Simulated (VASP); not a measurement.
Write the native input for VASP 6.6.1 that does the following.

| Quantity | Value |
| --- | --- |
| Task | single point |
| Functional | PBEsol |
| Potentials or basis | VASP PAW PBE potentials, release 64 (Re) |
| Cutoff | 520 eV |
| k mesh | 17 × 17 × 9 |
| Occupations | fermi-dirac, width 0.1 eV |
| Spin | no spin polarisation |
| Dipole correction | no |
| Further INCAR settings | ALGO = Normal; EDIFF = 1e-07; NBANDS = 14 |

The structure of Re lies in POSCAR:

```
Re
1.0
    2.6313889095      0.0000000000      0.0000000000
   -1.3156944548      2.2788496428      0.0000000000
    0.0000000000      0.0000000000      4.2457292220
Re
2
Direct
    0.3333333333      0.6666666667      0.2500000000
    0.6666666667      0.3333333333      0.7500000000
```

These files were run (other wordings do the same):

INCAR

```
ALGO = Normal
EDIFF = 1E-7
ENCUT = 520
GGA = PS
ISIF = 2
ISMEAR = -1
LASPH = True
LCHARG = True
LELF = True
LREAL = False
LVHAR = True
LWAVE = False
NBANDS = 14
NELM = 80
PREC = Accurate
SIGMA = 0.1
```

KPOINTS

```
k-points
0
Gamma
  17 17 9
```

Potentials or basis: VASP PAW PBE potentials, release 64 (Re).

Run with:

```console
$ cat potpaw_PBE.64/Re/POTCAR > POTCAR
$ mpirun -np 1 vasp_std > vasp.out
```

It gave:

The pressure is 72.4 GPa and the band gap on the k mesh is zero (band 7 reaches 11.69 eV, above the bottom of band 8 at 7.56 eV).

Caveat: the PAW data sets were made with another functional, which shifts forces and pressure a little; spin-orbit coupling is left out, which moves the levels of the heavy elements.

Run time: 35 s on 1 thread of Intel Xeon 6975P-C, with other jobs on the host, peak memory 0.18 GiB.
